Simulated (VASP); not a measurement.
# BN (F-43m) in VASP: further runs

The runs below take BN through single point, with LDA.

Everything below comes from runs of VASP 6.6.1. Logs are shortened: lines on timing, memory, paths and dates and some standing lists are left out, and cuts for length are marked.

## Step 1: The cell of the first run

It takes space group F-43m (No. 216, cubic). The conventional cell has a = 3.615 Å, b = 3.615 Å, c = 3.615 Å, α = 90.00°, β = 90.00°, γ = 90.00°. Within 2.1 Å of B (site symmetry -43m) lie 4 N at 1.57 Å. Within 2.1 Å of N (site symmetry -43m) lie 4 B at 1.57 Å.

## Step 2: Single point, LDA

Contents of INCAR:

```
SYSTEM = BN
PREC = Accurate ; ENCUT = 600
EDIFF = 1E-6 ; ISMEAR = 0
SIGMA = 0.01 ; LREAL = .FALSE.
LASPH = .TRUE. ; NELM = 120
ALGO = Normal ; ISIF = 2
LWAVE = .FALSE. ; LCHARG = .FALSE.
GGA = CA ; NBANDS = 11
GGA_COMPAT = .FALSE.
```

Contents of KPOINTS:

```
regular mesh
0
G
  8 8 8
  0 0 0
```

Contents of POSCAR:

```
BN
1.0
    0.0000000000      1.8075000000      1.8075000000
    1.8075000000      0.0000000000      1.8075000000
    1.8075000000      1.8075000000      0.0000000000
B N
1 1
Direct
    0.0000000000      0.0000000000      0.0000000000
    0.7500000000      0.7500000000      0.7500000000
```

Potentials or basis: VASP PAW LDA potentials, release 64 (B, N).

Run with:

```console
$ cat potpaw_LDA.64/B/POTCAR potpaw_LDA.64/N/POTCAR > POTCAR
$ mpirun -np 1 vasp_std > vasp.out
```

OUTCAR:

```text
SYSTEM = BN
   PREC = Accurate
   ENCUT = 600
   EDIFF = 1E-6
   ISMEAR = 0
   LREAL = .FALSE.
   LASPH = .TRUE.
   NELM = 120
   ISIF = 2
   GGA = CA

 ion  position               nearest neighbor table
   1  0.000  0.000  0.000-   2 1.57   2 1.57   2 1.57   2 1.57
   2  0.750  0.750  0.750-   1 1.57   1 1.57   1 1.57   1 1.57

  LATTYP: Found a face centered cubic cell.
 ALAT       =     3.6150000000

  Lattice vectors:

 A1 = (   0.0000000000,   1.8075000000,   1.8075000000)
 A2 = (   1.8075000000,   0.0000000000,   1.8075000000)
 A3 = (   1.8075000000,   1.8075000000,   0.0000000000)

Analysis of symmetry for initial positions (statically):
=====================================================================
 Subroutine PRICEL returns:
 Original cell was already a primitive cell.

 Routine SETGRP: Setting up the symmetry group for a
 face centered cubic supercell.

 Subroutine GETGRP returns: Found 24 space group operations
 (whereof 24 operations were pure point group operations)
 out of a pool of 48 trial point group operations.

The static configuration has the point symmetry T_d .

Analysis of symmetry for dynamics (positions and initial velocities):
=====================================================================
 Subroutine PRICEL returns:
 Original cell was already a primitive cell.

 Routine SETGRP: Setting up the symmetry group for a
 face centered cubic supercell.

 Subroutine GETGRP returns: Found 24 space group operations
 (whereof 24 operations were pure point group operations)
 out of a pool of 48 trial point group operations.

The dynamic configuration has the point symmetry T_d .

 Subroutine INISYM returns: Found 24 space group operations
 (whereof 24 operations are pure point group operations),
 and found     1 'primitive' translations

----------------------------------------------------------------------------------------

                                     Primitive cell

  volume of cell :      11.8104

  direct lattice vectors                    reciprocal lattice vectors
     0.000000000  1.807500000  1.807500000    -0.276625173  0.276625173  0.276625173
     1.807500000  0.000000000  1.807500000     0.276625173 -0.276625173  0.276625173
     1.807500000  1.807500000  0.000000000     0.276625173  0.276625173 -0.276625173

  length of vectors
     2.556191014  2.556191014  2.556191014     0.479128854  0.479128854  0.479128854

  position of ions in fractional coordinates (direct lattice)
     0.000000000  0.000000000  0.000000000
     0.750000000  0.750000000  0.750000000

[... 85 lines left out ...]
   TEBEG  =    0.0;   TEEND  =   0.0 temperature during run
   PSTRESS=    0.0 pullay stress
   NELECT =       8.0000    total number of electrons
   NUPDOWN=      -1.0000    fix difference up-down
   EMIN   =  10.00;   EMAX   =-10.00  energy-range for DOS
   EFERMI =   0.00;   METHOD = LEGACY
   ISMEAR =     0;   SIGMA  =   0.01  broadening in eV -4-tet -1-fermi 0-gaus
   EFERMI_NEDOS =   21; number of points for ismear=-14 and -15
   IALGO  =     38    algorithm
   IMIX   =      4    mixing-type and parameters
     AMIX     =   0.40;   BMIX     =  1.00
     AMIX_MAG =   1.60;   BMIX_MAG =  1.00
  volume/ion in A,a.u.               =       5.91        39.85
  Fermi-wavevector in a.u.,A,eV,Ry     =   1.437749  2.716952 28.124920  2.067123
  Thomas-Fermi vector in A             =   2.556793
   LORBIT       =      0    0 simple, 1 ext, 2 COOP (PROOUT), +10 PAW based schemes
   GGA     = CA    functional components
   LHFCALC =     F    Hartree Fock is set to
   AEXX    =    0.0000 exact exchange contribution
   IVDW    =     0    specifies the selected vdW correction
   LEPSILON=     F    determine dielectric tensor
   LRPA    =     F    only Hartree local field effects (RPA)
 non-spin polarized calculation
 Gauss-broadening in eV      SIGMA  =   0.01
  energy-cutoff  :      600.00
  volume of cell :       11.81
 maximum number of plane-waves:       411
   NGX = 11   NGY = 11   NGZ = 11

 number of electron       8.0000000 magnetization

 Free energy of the ion-electron system (eV)
  ---------------------------------------------------
  ext. energy  EPLUGINS =         0.00000000
  ---------------------------------------------------
  free energy    TOTEN  =       -19.40664395 eV

  energy without entropy =      -19.40664395  energy(sigma->0) =      -19.40664395

 E-fermi :   7.5354     XC(G=0): -13.1048

 val. band max:        7.3877883391   @ k =   0.0000   0.0000   0.0000
 cond. band min:      11.7319935768   @ k =   0.5000   0.5000   0.0000
 fundamental gap:      4.3442052377
 Fermi energy:         7.5354469883

 k-point     1 :       0.0000    0.0000    0.0000
  band No.  band energies     occupation
      1     -12.6810      2.00000
      2       7.3878      2.00000
      3       7.3878      2.00000
      4       7.3878      2.00000
      5      16.0716      0.00000
      6      16.0716      0.00000
      7      16.0716      0.00000
      8      17.8286      0.00000
      9      31.8783      0.00000
     10      35.1750      0.00000
     11      35.1750      0.00000
[... 309 lines left out ...]
 k-point    24 :      -0.3750    0.2500    0.1250
  band No.  band energies     occupation
      1      -7.6863      2.00000
      2      -2.3286      2.00000
      3       2.5778      2.00000
      4       3.9169      2.00000
      5      16.8126      0.00000
      6      18.5035      0.00000
      7      21.6785      0.00000
      8      22.9967      0.00000
      9      26.5557      0.00000
     10      32.9741      0.00000
     11      34.6314      0.00000

 [... further k-points ...]

------------------------ aborting loop because EDIFF is reached ----------------------------------------

  FORCE on cell =-STRESS in cart. coord.  units (eV):
  Direction    XX          YY          ZZ          XY          YZ          ZX
  --------------------------------------------------------------------------------------
  -------------------------------------------------------------------------------------
  Total       -0.7588180     -0.7588180     -0.7588180      0.0000000      0.0000000      0.0000000
  in kB     -102.9397885   -102.9397885   -102.9397885      0.0000000      0.0000000      0.0000000
  external PRESSURE =    -102.9397885 kB  Pullay stress =       0.0000000 kB

 VOLUME and BASIS-vectors are now :
 -----------------------------------------------------------------------------
  energy-cutoff  :      600.00
  volume of cell :       11.81
      direct lattice vectors                 reciprocal lattice vectors
     0.000000000  1.807500000  1.807500000    -0.276625173  0.276625173  0.276625173
     1.807500000  0.000000000  1.807500000     0.276625173 -0.276625173  0.276625173
     1.807500000  1.807500000  0.000000000     0.276625173  0.276625173 -0.276625173

 POSITION                                       TOTAL-FORCE (eV/Angst)
 -----------------------------------------------------------------------------------
      0.00000      0.00000      0.00000        -0.000000     -0.000000     -0.000000
      2.71125      2.71125      2.71125         0.000000      0.000000      0.000000
 -----------------------------------------------------------------------------------
    total drift:                                0.000000      0.000000      0.000000

  FREE ENERGIE OF THE ION-ELECTRON SYSTEM (eV)
  ---------------------------------------------------
  free  energy   TOTEN  =       -19.4066439509 eV

  energy  without entropy=      -19.4066439509  energy(sigma->0) =      -19.40664395
```

OSZICAR:

```text
N       E                     dE             d eps       ncg     rms          rms(c)
DAV:   1     0.116952734299E+02    0.11695E+02   -0.52655E+03   646   0.800E+02
DAV:   2    -0.198867198763E+02   -0.31582E+02   -0.30477E+02   754   0.162E+02
DAV:   3    -0.205361221333E+02   -0.64940E+00   -0.64699E+00   746   0.196E+01
DAV:   4    -0.205369044601E+02   -0.78233E-03   -0.78232E-03   683   0.845E-01
DAV:   5    -0.205369051522E+02   -0.69202E-06   -0.69201E-06   731   0.248E-02    0.649E+00
DAV:   6    -0.195465793572E+02    0.99033E+00   -0.32569E+00   644   0.102E+01    0.306E+00
DAV:   7    -0.194384528271E+02    0.10813E+00   -0.83709E-02   719   0.242E+00    0.176E+00
DAV:   8    -0.194068121729E+02    0.31641E-01   -0.44307E-02   713   0.143E+00    0.176E-01
DAV:   9    -0.194066600576E+02    0.15212E-03   -0.93482E-04   677   0.264E-01    0.811E-02
DAV:  10    -0.194066434622E+02    0.16595E-04   -0.48009E-05   728   0.635E-02    0.143E-02
DAV:  11    -0.194066439509E+02   -0.48867E-06   -0.12455E-06   453   0.804E-03
   1 F= -.19406644E+02 E0= -.19406644E+02  d E =-.674961E-99
```

Wall time 3.6 s (1 thread of AMD EPYC 7R43 (Zen 3), shared host); peak memory 0.08 GiB.

What came out:

```
Free energy            : -19.4066 eV
Pressure               : -10.3 GPa
Band gap on the k mesh : 4.34 eV (least direct gap 8.68 eV)
```

Caveat: the cell stands under tension. A k mesh can miss the band edges.

(Continued in part 2 of 2.)
